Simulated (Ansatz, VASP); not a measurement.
## In: VASP beside Ansatz

```
In
1.0
     5.21428    0.00000    0.00000
    -2.60714    4.51570    0.00000
     0.00000    0.00000    3.23780
In
3
Direct
  0.00000 0.00000 0.00000
  0.33333 0.66667 0.50000
  0.66667 0.33333 0.50000
```

Alike in both runs: task single point; functional revPBE; k mesh 8 × 8 × 11; occupations fermi-dirac, width 0.1 eV; no spin polarisation.

```csv
,VASP,Ansatz
version,VASP 6.6.1,Ansatz 0.2.0
potentials or method,"VASP PAW PBE potentials, release 64 (In_d), cutoff 520 eV","plane waves (420 eV) with PAW, scalar-relativistic"
valence electrons in the cell,39,39
```

Ansatz gave:

* pressure (GPa): 5.5
* traceless stress, the component that is largest in VASP (GPa): -0.38

**Question.** Estimate VASP's values.

**Answer.** Pressure (GPa): 5.4; traceless stress, the component that is largest in VASP (GPa): -0.39.

VASP's potentials were made for PBE, not for revPBE. With one functional, cell and mesh, what is left measures potentials, basis and numerics.
